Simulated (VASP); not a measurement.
# GaBiO2 (Cmmm) in VASP: notebook, part 2 of 2

VASP 6.6.1. The steps go on from the part before.

**3. Relaxation of cell and atoms, PBE**

This run uses another cell than the first one, of 17.47 Å³/atom, 0.954 times its volume.

INCAR

```
  PREC = Accurate
  ENCUT = 600
  EDIFF = 1E-7
  ISMEAR = 0
  SIGMA = 0.15
  LREAL = F
  LASPH = T
  NELM = 80
  ALGO = Normal
  ISIF = 3
  LWAVE = F
  LCHARG = F
  GGA = PE
  IBRION = 2
  NSW = 36
  EDIFFG = -0.08
```

KPOINTS

```
regular mesh
0
Gamma
  4 4 4
```

POSCAR

```
GaBiO2
1.0
    2.3873796700     -3.5609827200      0.0000000000
    2.3873796700      3.5609827200      0.0000000000
    0.0000000000      0.0000000000      4.1090793900
Ga Bi O
1 1 2
Direct
    0.0000000000      0.0000000000      0.0000000000
    0.5000000000      0.5000000000      0.5000000000
    0.6782871700      0.3217128300      0.0000000000
    0.3217128300      0.6782871700      0.0000000000
```

Potentials or basis: VASP PAW PBE potentials, release 64 (Ga_d, Bi_d, O).

Command:

```bash
$ cat potpaw_PBE.64/Ga_d/POTCAR potpaw_PBE.64/Bi_d/POTCAR potpaw_PBE.64/O/POTCAR > POTCAR
$ mpirun -np 1 vasp_std > vasp.out
```

OUTCAR:

```text
PREC = Accurate
   ENCUT = 600
   EDIFF = 1E-7
   ISMEAR = 0
   LREAL = F
   LASPH = T
   NELM = 80
   ISIF = 3
   GGA = PE
   IBRION = 2
   NSW = 36
   EDIFFG = -0.08

 ion  position               nearest neighbor table
   1  0.000  0.000  0.000-   3 2.29   4 2.29   2 3.15   2 3.15   2 3.15   2 3.15
   2  0.500  0.500  0.500-   3 2.42   4 2.42   3 2.42   4 2.42   1 3.15   1 3.15   1 3.15   1 3.15

   3  0.678  0.322  0.000-   1 2.29   2 2.42   2 2.42
   4  0.322  0.678  0.000-   1 2.29   2 2.42   2 2.42

  LATTYP: Found a base centered orthorhombic cell.
 ALAT       =     4.7747593400
 B/A-ratio  =     1.4915862629
 C/A-ratio  =     0.8605835598

  Lattice vectors:

 A1 = (   2.3873796700,  -3.5609827200,   0.0000000000)
 A2 = (   2.3873796700,   3.5609827200,   0.0000000000)
 A3 = (   0.0000000000,   0.0000000000,   4.1090793900)

Analysis of symmetry for initial positions (statically):
=====================================================================
 Subroutine PRICEL returns:
 Original cell was already a primitive cell.

 Routine SETGRP: Setting up the symmetry group for a
 base centered orthorhombic supercell.

 Subroutine GETGRP returns: Found  8 space group operations
 (whereof  8 operations were pure point group operations)
 out of a pool of  8 trial point group operations.

The static configuration has the point symmetry D_2h.

Analysis of symmetry for dynamics (positions and initial velocities):
=====================================================================
 Subroutine PRICEL returns:
 Original cell was already a primitive cell.

 Routine SETGRP: Setting up the symmetry group for a
 base centered orthorhombic supercell.

 Subroutine GETGRP returns: Found  8 space group operations
 (whereof  8 operations were pure point group operations)
 out of a pool of  8 trial point group operations.

The dynamic configuration has the point symmetry D_2h.

 Subroutine INISYM returns: Found  8 space group operations
 (whereof  8 operations are pure point group operations),
 and found     1 'primitive' translations

----------------------------------------------------------------------------------------

                                     Primitive cell

  volume of cell :      69.8660

  direct lattice vectors                    reciprocal lattice vectors
     2.387379670 -3.560982720  0.000000000     0.209434639 -0.140410679  0.000000000
     2.387379670  3.560982720  0.000000000     0.209434639  0.140410679  0.000000000
     0.000000000  0.000000000  4.109079390     0.000000000  0.000000000  0.243363514

  length of vectors
     4.287211171  4.287211171  4.109079390     0.252146836  0.252146836  0.243363514

  position of ions in fractional coordinates (direct lattice)
     0.000000000  0.000000000  0.000000000
     0.500000000  0.500000000  0.500000000
     0.678287170  0.321712830  0.000000000
     0.321712830  0.678287170  0.000000000

  ion indices of the primitive-cell ions
   primitive index   ion index
                 1           1
                 2           2
                 3           3
                 4           4

----------------------------------------------------------------------------------------

[... 55 lines left out ...]
 SYSTEM =  unknown system
   PREC   = accura    normal or accurate (medium, high low for compatibility)
   ISTART =      0    job   : 0-new  1-cont  2-samecut
   ICHARG =      2    charge: 1-file 2-atom 10-const
   ISPIN  =      1    spin polarized calculation?
   LNONCOLLINEAR =      F non collinear calculations
   LSORBIT =      F    spin-orbit coupling
   LASPH  =      T    aspherical Exc in radial PAW
   ENCUT  =  600.0 eV  44.10 Ry    6.64 a.u.   8.56  8.56  8.21*2*pi/ulx,y,z
   NELM   =     80;   NELMIN=  2; NELMDL= -5     # of ELM steps
   EDIFF  = 0.1E-06   stopping-criterion for ELM
   LREAL  =      F    real-space projection
   EDIFFG = -.8E-01   stopping-criterion for IOM
   NSW    =     36    number of steps for IOM
   IBRION =      2    ionic relax: 0-MD 1-quasi-New 2-CG
   NFREE  =      1    steps in history (QN), initial steepest desc. (CG)
   ISIF   =      3    stress and relaxation
   ISYM   =      2    0-nonsym 1-usesym 2-fastsym
   POTIM  = 0.5000    time-step for ionic-motion
   TEBEG  =    0.0;   TEEND  =   0.0 temperature during run
   PSTRESS=    0.0 pullay stress
   NELECT =      40.0000    total number of electrons
   NUPDOWN=      -1.0000    fix difference up-down
   EMIN   =  10.00;   EMAX   =-10.00  energy-range for DOS
   EFERMI =   0.00;   METHOD = LEGACY
   ISMEAR =     0;   SIGMA  =   0.15  broadening in eV -4-tet -1-fermi 0-gaus
   EFERMI_NEDOS =   21; number of points for ismear=-14 and -15
   IALGO  =     38    algorithm
   IMIX   =      4    mixing-type and parameters
     AMIX     =   0.40;   BMIX     =  1.00
     AMIX_MAG =   1.60;   BMIX_MAG =  1.00
  volume/ion in A,a.u.               =      17.47       117.87
  Fermi-wavevector in a.u.,A,eV,Ry     =   1.359376  2.568848 25.142241  1.847903
  Thomas-Fermi vector in A             =   2.486129
   LORBIT       =      0    0 simple, 1 ext, 2 COOP (PROOUT), +10 PAW based schemes
   GGA     = PE    functional components
   LHFCALC =     F    Hartree Fock is set to
   AEXX    =    0.0000 exact exchange contribution
   IVDW    =     0    specifies the selected vdW correction
   LEPSILON=     F    determine dielectric tensor
   LRPA    =     F    only Hartree local field effects (RPA)
 conjugate gradient relaxation of ions
 non-spin polarized calculation
 Gauss-broadening in eV      SIGMA  =   0.15
  energy-cutoff  :      600.00
  volume of cell :       69.87
 maximum number of plane-waves:      2352
 NGX is ok and might be reduce to    36
   NGX = 17   NGY = 17   NGZ = 17

--------------------------------------- Ionic step        1  -------------------------------------------

 number of electron      39.9999993 magnetization

 Free energy of the ion-electron system (eV)
  ---------------------------------------------------
  ext. energy  EPLUGINS =         0.00000000
  ---------------------------------------------------
  free energy    TOTEN  =       -17.94862178 eV

  energy without entropy =      -17.93567614  energy(sigma->0) =      -17.94214896

------------------------ aborting loop because EDIFF is reached ----------------------------------------

  FORCE on cell =-STRESS in cart. coord.  units (eV):
  Direction    XX          YY          ZZ          XY          YZ          ZX
  --------------------------------------------------------------------------------------
  -------------------------------------------------------------------------------------
  Total        2.2268591     -5.7072516     -3.4399064      0.0000000      0.0000000      0.0000000
  in kB       51.0666577   -130.8795265    -78.8844350      0.0000000      0.0000000      0.0000000
  external PRESSURE =     -52.8991012 kB  Pullay stress =       0.0000000 kB
[... 95 lines left out ...]
  FREE ENERGIE OF THE ION-ELECTRON SYSTEM (eV)
  ---------------------------------------------------
  free  energy   TOTEN  =       -18.5506922962 eV

  energy  without entropy=      -18.5392443507  energy(sigma->0) =      -18.54496832

[... ionic steps 4 to 19 ...]

--------------------------------------- Ionic step       20  -------------------------------------------

 number of electron      40.0000004 magnetization

------------------------ aborting loop because EDIFF is reached ----------------------------------------
[... 33 lines left out ...]
--------------------------------------- Ionic step       21  -------------------------------------------

 number of electron      39.9999999 magnetization

 E-fermi :   4.8948     XC(G=0):  -9.9774

 val. band max:        4.8404623145   @ k =  -0.2500   0.2500   0.2500
 cond. band min:       4.9787907324   @ k =  -0.2500   0.2500   0.0000
 fundamental gap:      0.1383284178
 Fermi energy:         4.8947872614

 k-point     1 :       0.0000    0.0000    0.0000
  band No.  band energies     occupation
      1     -18.1091      2.00000
      2     -18.0468      2.00000
      3     -17.9439      2.00000
      4     -17.9287      2.00000
      5     -17.8923      2.00000
      6     -14.5844      2.00000
[... 593 lines left out ...]
--------------------------------------- Ionic step       22  -------------------------------------------

 number of electron      39.9999994 magnetization

 Free energy of the ion-electron system (eV)
  ---------------------------------------------------
  ext. energy  EPLUGINS =         0.00000000
  ---------------------------------------------------
  free energy    TOTEN  =       -19.55465118 eV

  energy without entropy =      -19.54147988  energy(sigma->0) =      -19.54806553

 E-fermi :   4.9869     XC(G=0): -10.0366

 val. band max:        4.9353999092   @ k =  -0.2500   0.2500   0.2500
 cond. band min:       5.0233569571   @ k =  -0.2500   0.2500   0.0000
 fundamental gap:      0.0879570480
 Fermi energy:         4.9869435603

 k-point     1 :       0.0000    0.0000    0.0000
  band No.  band energies     occupation
      1     -18.0000      2.00000
      2     -17.9280      2.00000
      3     -17.8266      2.00000
      4     -17.8249      2.00000
      5     -17.7813      2.00000
      6     -14.4557      2.00000
[... 587 lines left out ...]
  FREE ENERGIE OF THE ION-ELECTRON SYSTEM (eV)
  ---------------------------------------------------
  free  energy   TOTEN  =       -19.5546511764 eV

  energy  without entropy=      -19.5414798834  energy(sigma->0) =      -19.54806553

 reached required accuracy - stopping structural energy minimisation
```

Run time: 15 min. Hardware: 1 thread of AMD EPYC 7R13 (Zen 3), shared host; peak memory 0.2 GiB.

Results:

```
Free energy                            : -19.5547 eV
Relaxed volume                         : 18.08 Å³/atom
Relaxed cell                           : a = 4.411 Å, b = 4.411 Å, c = 3.737 Å, α = 90.00°, β = 90.00°, γ = 96.00°
Space group after relaxing (to 0.05 Å) : Cmmm (No. 65)
Energy gained by relaxing              : 401.5 meV/atom
Ionic steps                            : 22
Pressure after relaxing                : -0.2 GPa
Largest force after relaxing           : 0.069 eV/Å
Band gap on the k mesh                 : zero (band 20 reaches 5.30 eV, above the bottom of band 21 at 4.87 eV)
```

Forces on the atoms (eV/Å):
```
Ga   0.000  0.000  0.000
Bi   0.000  0.000  0.000
O    0.000 -0.069  0.000
O    0.000  0.069  0.000
```

The path:
```tsv
step	energy change (eV)	largest force (eV/Å)	pressure (GPa)	volume (Å³)
1	0.0000	0.9108	-5.29	69.87
2	-0.5282	1.8577	2.98	64.03
3	-0.6021	2.2451	9.22	61.31
4	-0.8529	1.9058	10.44	61.20
5	-0.5312	3.1959	27.27	60.42
6	-0.9595	1.7973	11.78	61.08
7	-1.0310	0.4343	16.65	60.80
8	-1.0458	1.0816	14.55	60.90
9	-1.3656	0.2709	6.90	65.16
10	-1.4481	0.6642	-0.58	72.32
11	-1.4669	0.4518	1.01	70.33
12	-1.4674	0.4124	1.31	69.99
13	-1.5022	0.0311	0.02	70.93
14	-1.5216	0.5404	-1.89	72.64
15	-1.5465	0.5310	-1.07	72.62
16	-1.5606	0.5052	0.22	72.56
17	-1.5710	0.3046	0.27	72.68
18	-1.5793	0.1266	0.45	72.92
19	-1.5867	0.0717	-0.40	73.32
20	-1.5885	0.0283	-1.12	73.66
21	-1.5963	0.0051	-0.85	73.25
22	-1.6060	0.0692	-0.19	72.32
```

Final structure:
```
CELL_PARAMETERS angstrom
2.95159 -3.27796 0.00000
2.95159 3.27796 0.00000
0.00000 0.00000 3.73735
ATOMIC_POSITIONS crystal
Ga 0.00000 0.00000 0.00000
Bi 0.50000 0.50000 0.50000
O 0.72742 0.27258 0.00000
O 0.27258 0.72742 0.00000
```

Levels at points of the mesh, in eV from the Fermi level:
| k point | band 16 | band 17 | band 18 | band 19 | band 20 | band 21 | band 22 | band 23 | band 24 |
| --- | --- | --- | --- | --- | --- | --- | --- | --- | --- |
| (0.00, 0.00, 0.00) | -4.76 | -3.65 | -2.85 | -2.43 | -1.12 | 1.18 | 2.79 | 5.25 | 5.78 |
| (0.50, 0.00, 0.00) | -3.93 | -3.65 | -3.41 | -3.11 | -0.76 | 2.26 | 3.36 | 3.74 | 5.56 |
| (0.50, 0.50, 0.00) | -4.57 | -4.22 | -3.16 | -1.70 | 0.31 | 0.55 | 0.79 | 3.10 | 6.74 |
| (0.00, 0.00, 0.50) | -4.46 | -3.51 | -2.12 | -2.01 | -1.23 | 0.67 | 1.29 | 2.29 | 5.08 |
| (0.50, 0.00, 0.50) | -5.64 | -3.23 | -2.86 | -1.70 | -0.99 | 2.10 | 2.27 | 3.57 | 4.73 |
| (0.50, 0.50, 0.50) | -4.56 | -4.17 | -3.09 | -1.70 | -0.98 | 1.75 | 2.25 | 3.68 | 4.27 |

Caveat: the k points lie up to 0.42 Å⁻¹ apart in the final cell; spin-orbit coupling is left out, which moves the levels of the heavy elements; the relaxation stopped at a loose force limit of 0.08 eV/Å, so its end isn't a converged minimum.
